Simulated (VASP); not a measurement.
# Au (P6/mmm) in VASP: further runs

Au is run at these levels: PBE; tasks: single point.

Program: VASP 6.6.1. These are calculated values, not measurements. Logs are shortened: lines on timing, memory, paths and dates and some standing lists are left out, and cuts for length are marked.

**1. The cell of the first run**

Symmetry: P6/mmm, No. 191, hexagonal system. The conventional cell has a = 2.377 Å, b = 2.377 Å, c = 2.294 Å, α = 90.00°, β = 90.00°, γ = 120.00°. Au (site symmetry 6/mmm) has 8 Au at 2.29 to 2.38 Å within 3.0 Å.

**2. Single point, PBE (volume scaled by 0.58)**

Input file INCAR:

```
PREC = Accurate
ENCUT = 520
EDIFF = 1E-7
ISMEAR = -1
SIGMA = 0.08
LREAL = F
LASPH = T
NELM = 60
ALGO = Normal
ISIF = 2
LWAVE = F
LCHARG = F
GGA = PE
NBANDS = 12
```

Input file KPOINTS:

```
Automatic mesh
0
Gamma
  15 15 14
```

Input file POSCAR:

```
Au
1.0
    2.3766507856      0.0000000000      0.0000000000
   -1.1883253928      2.0582399562      0.0000000000
    0.0000000000      0.0000000000      2.2937336755
Au
1
Direct
    0.0000000000      0.0000000000      0.0000000000
```

Potentials or basis: VASP PAW PBE potentials, release 64 (Au).

Started as:

```bash
> cat potpaw_PBE.64/Au/POTCAR > POTCAR
> mpirun -np 1 vasp_std > vasp.out
```

OUTCAR:

```text
PREC = Accurate
   ENCUT = 520
   EDIFF = 1E-7
   ISMEAR = -1
   LREAL = F
   LASPH = T
   NELM = 60
   ISIF = 2
   GGA = PE

 ion  position               nearest neighbor table
   1  0.000  0.000  0.000-

  LATTYP: Found a hexagonal cell.
 ALAT       =     2.3766507856
 C/A-ratio  =     0.9651117823

  Lattice vectors:

 A1 = (   2.3766507856,   0.0000000000,   0.0000000000)
 A2 = (  -1.1883253928,   2.0582399562,   0.0000000000)
 A3 = (   0.0000000000,   0.0000000000,   2.2937336755)

Analysis of symmetry for initial positions (statically):
=====================================================================
 Subroutine PRICEL returns:
 Original cell was already a primitive cell.

 Routine SETGRP: Setting up the symmetry group for a
 hexagonal supercell.

 Subroutine GETGRP returns: Found 24 space group operations
 (whereof 24 operations were pure point group operations)
 out of a pool of 24 trial point group operations.

The static configuration has the point symmetry D_6h.

Analysis of symmetry for dynamics (positions and initial velocities):
=====================================================================
 Subroutine PRICEL returns:
 Original cell was already a primitive cell.

 Routine SETGRP: Setting up the symmetry group for a
 hexagonal supercell.

 Subroutine GETGRP returns: Found 24 space group operations
 (whereof 24 operations were pure point group operations)
 out of a pool of 24 trial point group operations.

The dynamic configuration has the point symmetry D_6h.

 Subroutine INISYM returns: Found 24 space group operations
 (whereof 24 operations are pure point group operations),
 and found     1 'primitive' translations

----------------------------------------------------------------------------------------

                                     Primitive cell

  volume of cell :      11.2203

  direct lattice vectors                    reciprocal lattice vectors
     2.376650786  0.000000000  0.000000000     0.420760175  0.242926000  0.000000000
    -1.188325393  2.058239956  0.000000000     0.000000000  0.485852000  0.000000000
     0.000000000  0.000000000  2.293733675     0.000000000  0.000000000  0.435970405

  length of vectors
     2.376650786  2.376650786  2.293733675     0.485852000  0.485852000  0.435970405

  position of ions in fractional coordinates (direct lattice)
     0.000000000  0.000000000  0.000000000

  ion indices of the primitive-cell ions
   primitive index   ion index
                 1           1

----------------------------------------------------------------------------------------

 KPOINTS: Automatic mesh

Automatic generation of k-mesh.
 Grid dimensions read from file:
 generate k-points for:   15   15   14

 Generating k-lattice:

  Cartesian coordinates                     Fractional coordinates (reciprocal lattice)
     0.028050678  0.016195067  0.000000000     0.066666667 -0.000000000  0.000000000
     0.000000000  0.032390133  0.000000000     0.000000000  0.066666667  0.000000000
     0.000000000  0.000000000  0.031140743     0.000000000  0.000000000  0.071428571

  Length of vectors
     0.032390133  0.032390133  0.031140743

  Shift w.r.t. Gamma in fractional coordinates (k-lattice)
     0.000000000  0.000000000  0.000000000

 Subroutine IBZKPT returns following result:
 ===========================================

 Found    216 irreducible k-points:

 Following reciprocal coordinates:
            Coordinates               Weight
  0.000000  0.000000  0.000000      1.000000
  0.066667 -0.000000  0.000000      6.000000
  0.133333 -0.000000  0.000000      6.000000
  0.200000 -0.000000  0.000000      6.000000
  0.266667 -0.000000  0.000000      6.000000
  0.333333 -0.000000  0.000000      6.000000
[... 16 lines left out ...]
  0.333333  0.200000  0.000000     12.000000
  0.400000  0.200000  0.000000      6.000000
 [... further k-points ...]
   k-points           NKPTS =    216   k-points in BZ     NKDIM =    216   number of bands    NBANDS=     12
   number of dos      NEDOS =    301   number of ions     NIONS =      1
   total plane-waves  NPLWV =   5832
   dimension x,y,z NGX =    18 NGY =   18 NGZ =   18
   dimension x,y,z NGXF=    36 NGYF=   36 NGZF=   36
   ions per type =               1
   NGX,Y,Z   is equivalent  to a cutoff of  12.59, 12.59, 13.05 a.u.
   NGXF,Y,Z  is equivalent  to a cutoff of  25.18, 25.18, 26.09 a.u.
 SYSTEM =  unknown system
   PREC   = accura    normal or accurate (medium, high low for compatibility)
   ISTART =      0    job   : 0-new  1-cont  2-samecut
   ICHARG =      2    charge: 1-file 2-atom 10-const
   ISPIN  =      1    spin polarized calculation?
   LNONCOLLINEAR =      F non collinear calculations
   LSORBIT =      F    spin-orbit coupling
   LASPH  =      T    aspherical Exc in radial PAW
   ENCUT  =  520.0 eV  38.22 Ry    6.18 a.u.   4.42  4.42  4.26*2*pi/ulx,y,z
   NELM   =     60;   NELMIN=  2; NELMDL= -5     # of ELM steps
   EDIFF  = 0.1E-06   stopping-criterion for ELM
   LREAL  =      F    real-space projection
   EDIFFG = 0.1E-05   stopping-criterion for IOM
   NSW    =      0    number of steps for IOM
   IBRION =     -1    ionic relax: 0-MD 1-quasi-New 2-CG
   NFREE  =      0    steps in history (QN), initial steepest desc. (CG)
   ISIF   =      2    stress and relaxation
   ISYM   =      2    0-nonsym 1-usesym 2-fastsym
   POTIM  = 0.5000    time-step for ionic-motion
   TEBEG  =    0.0;   TEEND  =   0.0 temperature during run
   PSTRESS=    0.0 pullay stress
   NELECT =      11.0000    total number of electrons
   NUPDOWN=      -1.0000    fix difference up-down
   EMIN   =  10.00;   EMAX   =-10.00  energy-range for DOS
   EFERMI =   0.00;   METHOD = LEGACY
   ISMEAR =    -1;   SIGMA  =   0.08  broadening in eV -4-tet -1-fermi 0-gaus
   EFERMI_NEDOS =   21; number of points for ismear=-14 and -15
   IALGO  =     38    algorithm
   IMIX   =      4    mixing-type and parameters
     AMIX     =   0.40;   BMIX     =  1.00
     AMIX_MAG =   1.60;   BMIX_MAG =  1.00
  volume/ion in A,a.u.               =      11.22        75.72
  Fermi-wavevector in a.u.,A,eV,Ry     =   1.626314  3.073287 35.985990  2.644896
  Thomas-Fermi vector in A             =   2.719293
   LORBIT       =      0    0 simple, 1 ext, 2 COOP (PROOUT), +10 PAW based schemes
   GGA     = PE    functional components
[... 5 lines left out ...]
 non-spin polarized calculation
  energy-cutoff  :      520.00
  volume of cell :       11.22
 maximum number of plane-waves:       320
 NGX is ok and might be reduce to    18
   NGX =  9   NGY =  9   NGZ =  9

 number of electron      11.0000002 magnetization

 Free energy of the ion-electron system (eV)
  ---------------------------------------------------
  ext. energy  EPLUGINS =         0.00000000
  ---------------------------------------------------
  free energy    TOTEN  =         1.19526102 eV

  energy without entropy =        1.20208129  energy(sigma->0) =        1.19867116

 E-fermi :  18.4832     XC(G=0): -15.2735

 val. band max:       18.4565003358   @ k =   0.3333   0.1333   0.0714
 cond. band min:      18.4960267314   @ k =   0.2667   0.2667   0.5000
 fundamental gap:      0.0395263957
 Fermi energy:        18.4831516373

 k-point     1 :       0.0000    0.0000    0.0000
  band No.  band energies     occupation
      1       3.2373      2.00000
      2       6.2292      2.00000
      3      10.3561      2.00000
      4      10.3561      2.00000
      5      16.5540      2.00000
      6      16.5540      2.00000
      7      31.6456      0.00000
      8      33.4078      0.00000
      9      41.4970      0.00000
     10      41.4970      0.00000
     11      44.1992      0.00000
     12      50.5309      0.00000

 k-point     2 :       0.0667   -0.0000    0.0000
  band No.  band energies     occupation
      1       3.4862      2.00000
      2       6.3241      2.00000
      3      10.1693      2.00000
      4      10.5691      2.00000
      5      16.3034      2.00000
      6      16.5117      2.00000
      7      32.1482      0.00000
      8      33.8876      0.00000
      9      39.7519      0.00000
     10      40.9881      0.00000
     11      45.2851      0.00000
     12      50.7646      0.00000

 k-point     3 :       0.1333   -0.0000    0.0000
  band No.  band energies     occupation
      1       4.1725      2.00000
      2       6.5980      2.00000
      3       9.7367      2.00000
      4      11.1950      2.00000
      5      15.6495      2.00000
      6      16.3934      2.00000
      7      33.4192      0.00000
      8      35.2031      0.00000
      9      37.1727      0.00000
     10      39.7459      0.00000
     11      45.6731      0.00000
     12      51.3005      0.00000

 k-point     4 :       0.2000   -0.0000    0.0000
  band No.  band energies     occupation
      1       5.0811      2.00000
      2       6.9514      2.00000
      3       9.4740      2.00000
      4      12.1920      2.00000
      5      14.7984      2.00000
      6      16.2228      2.00000
      7      33.4349      0.00000
      8      36.3626      0.00000
      9      37.0456      0.00000
     10      38.1645      0.00000
     11      45.0166      0.00000
     12      49.9006      0.00000

 k-point     5 :       0.2667   -0.0000    0.0000
  band No.  band energies     occupation
      1       5.8106      2.00000
      2       7.0887      2.00000
      3      10.1134      2.00000
      4      13.4795      2.00000
      5      13.9402      2.00000
      6      16.0320      2.00000
      7      31.1061      0.00000
      8      36.4370      0.00000
      9      37.7401      0.00000
     10      38.9708      0.00000
     11      44.2152      0.00000
     12      49.2313      0.00000

 k-point     6 :       0.3333   -0.0000    0.0000
  band No.  band energies     occupation
      1       5.9444      2.00000
      2       7.2546      2.00000
      3      11.7281      2.00000
      4      13.2067      2.00000
      5      14.9159      2.00000
      6      15.8544      2.00000
      7      28.7099      0.00000
      8      34.6797      0.00000
      9      37.7969      0.00000
     10      40.4049      0.00000
     11      43.6600      0.00000
     12      48.9897      0.00000

 k-point     7 :       0.4000   -0.0000    0.0000
  band No.  band energies     occupation
      1       5.7081      2.00000
      2       7.5847      2.00000
      3      12.6796      2.00000
      4      13.6614      2.00000
      5      15.7187      2.00000
      6      16.2554      2.00000
      7      26.5810      0.00000
      8      33.1050      0.00000
      9      36.6130      0.00000
     10      41.0546      0.00000
     11      43.1758      0.00000
     12      47.3603      0.00000

 k-point     8 :       0.4667   -0.0000    0.0000
  band No.  band energies     occupation
      1       5.5280      2.00000
      2       7.8009      2.00000
      3      12.4055      2.00000
      4      15.1175      2.00000
      5      15.6455      2.00000
      6      17.1143      2.00000
      7      25.1284      0.00000
      8      32.1118      0.00000
      9      35.6578      0.00000
     10      41.2225      0.00000
     11      42.8832      0.00000
     12      46.5169      0.00000
[... 166 lines left out ...]
 k-point    20 :       0.4000    0.1333    0.0000
  band No.  band energies     occupation
      1       6.4438      2.00000
      2       7.8910      2.00000
      3      12.6044      2.00000
      4      12.9457      2.00000
      5      15.1273      2.00000
      6      19.4354      0.00001
      7      24.5237      0.00000
      8      29.8103      0.00000
      9      36.5873      0.00000
     10      42.9488      0.00000
     11      45.0042      0.00000
     12      47.0080      0.00000

 k-point    21 :       0.2000    0.2000    0.0000
  band No.  band energies     occupation
      1       7.1360      2.00000
      2       8.2041      2.00000
      3       8.8003      2.00000
      4      13.3873      2.00000
      5      15.3311      2.00000
      6      16.5996      2.00000
      7      29.0448      0.00000
      8      31.2539      0.00000
      9      39.0007      0.00000
     10      42.3256      0.00000
     11      43.8922      0.00000
     12      47.8982      0.00000

 k-point    22 :       0.2667    0.2000    0.0000
  band No.  band energies     occupation
      1       7.5536      2.00000
      2       7.8984      2.00000
      3      10.0325      2.00000
      4      13.0729      2.00000
      5      14.9545      2.00000
      6      18.5671      0.51869
      7      26.7339      0.00000
      8      29.6323      0.00000
      9      37.8801      0.00000
     10      44.1899      0.00000
     11      45.5436      0.00000
     12      48.2486      0.00000

 k-point    23 :       0.3333    0.2000    0.0000
  band No.  band energies     occupation
      1       7.5241      2.00000
      2       7.9244      2.00000
      3      11.2687      2.00000
      4      12.8861      2.00000
      5      14.6854      2.00000
      6      20.2964      0.00000
      7      24.6462      0.00000
      8      28.3762      0.00000
      9      37.6340      0.00000
     10      44.8795      0.00000
     11      45.0816      0.00000
     12      49.4338      0.00000

 k-point    24 :       0.4000    0.2000    0.0000
  band No.  band energies     occupation
      1       7.4388      2.00000
      2       8.0071      2.00000
      3      11.8078      2.00000
      4      12.8249      2.00000
      5      14.5878      2.00000
      6      21.1794      0.00000
      7      23.6232      0.00000
      8      27.8504      0.00000
      9      37.7196      0.00000
     10      44.3445      0.00000
     11      44.9636      0.00000
     12      49.5189      0.00000

 [... further k-points ...]
[... 5 lines left out ...]
  --------------------------------------------------------------------------------------
  -------------------------------------------------------------------------------------
  Total       21.3838650     21.3838650     21.3163570      0.0000000      0.0000000      0.0000000
  in kB     3053.4612823   3053.4612821   3043.8216278      0.0000000      0.0000000      0.0000000
  external PRESSURE =    3050.2480640 kB  Pullay stress =       0.0000000 kB

 VOLUME and BASIS-vectors are now :
 -----------------------------------------------------------------------------
  energy-cutoff  :      520.00
  volume of cell :       11.22
      direct lattice vectors                 reciprocal lattice vectors
     2.376650786  0.000000000  0.000000000     0.420760175  0.242926000  0.000000000
    -1.188325393  2.058239956  0.000000000     0.000000000  0.485852000  0.000000000
     0.000000000  0.000000000  2.293733675     0.000000000  0.000000000  0.435970405

 POSITION                                       TOTAL-FORCE (eV/Angst)
 -----------------------------------------------------------------------------------
      0.00000      0.00000      0.00000         0.000000      0.000000      0.000000
 -----------------------------------------------------------------------------------
    total drift:                                0.000000      0.000000      0.000000

  FREE ENERGIE OF THE ION-ELECTRON SYSTEM (eV)
  ---------------------------------------------------
  free  energy   TOTEN  =         1.1952610209 eV

  energy  without entropy=        1.2020812930  energy(sigma->0) =        1.19867116
```

Wall time 9.1 s (1 thread of Intel Xeon 6975P-C (Granite Rapids), shared host); peak memory 0.14 GiB.

What came out:

- Free energy: 1.1953 eV
- Pressure: 305.0 GPa

Stress tensor (GPa, compression positive):
```
305.35   0.00   0.00
  0.00 305.35   0.00
  0.00   0.00 304.38
```

Levels at points of the mesh, in eV from the Fermi level:
```
           k point  band 2  band 3  band 4  band 5  band 6  band 7  band 8  band 9  band 10  band 11
(0.00, 0.00, 0.00)  -12.25   -8.13   -8.13   -1.93   -1.93   13.16   14.92   23.01    23.01    25.72
(0.00, 0.00, 0.50)   -7.36   -7.36   -5.43   -5.43   -4.76    4.84   16.59   21.28    21.28    21.94
```

Caveat: the cell differs from its parent crystal (volume scaled by 0.58); spin-orbit coupling is left out, which moves the levels of the heavy elements.

**3. Single point, PBE**

This run uses another cell than the first one, of 13.15 Å³/atom, 1.172 times its volume.

Input file INCAR:

```
  PREC = Accurate
  ENCUT = 520
  EDIFF = 1E-6
  ISMEAR = -1
  SIGMA = 0.08
  LREAL = False
  LASPH = True
  NELM = 100
  ALGO = Normal
  ISIF = 2
  LWAVE = False
  LCHARG = False
  GGA = PE
  NBANDS = 12
```

KPOINTS is that of step 2.

Input file POSCAR:

```
Au
1.0
    2.5016451171      0.0000000000      0.0000000000
   -1.2508225586      2.1664882226      0.0000000000
    0.0000000000      0.0000000000      2.4271870960
Au
1
Direct
    0.0000000000      0.0000000000      0.0000000000
```

Potentials or basis: VASP PAW PBE potentials, release 64 (Au).

Started as:

```bash
> cat potpaw_PBE.64/Au/POTCAR > POTCAR
> mpirun -np 1 vasp_std > vasp.out
```

It took 10 s on 1 thread of Intel Xeon 6975P-C (Granite Rapids), shared host; peak memory 0.15 GiB.

It converged, with:

| Item | Value |
| --- | --- |
| Free energy | -1.3695 eV |
| Pressure | 140.3 GPa |

Stress tensor (GPa, compression positive):
```
140.30   0.00   0.00
  0.00 140.30   0.00
  0.00   0.00 140.17
```

Levels at points of the mesh, in eV from the Fermi level:
```tsv
k point	band 4	band 5	band 6	band 7	band 8	band 9
(0.00, 0.00, 0.00)	-6.55	-1.80	-1.80	14.31	14.41	22.01
(0.00, 0.00, 0.50)	-4.37	-4.37	-3.48	3.59	17.39	21.55
```

Caveat: spin-orbit coupling is left out, which moves the levels of the heavy elements.

(Part 1 of 2 ends here.)
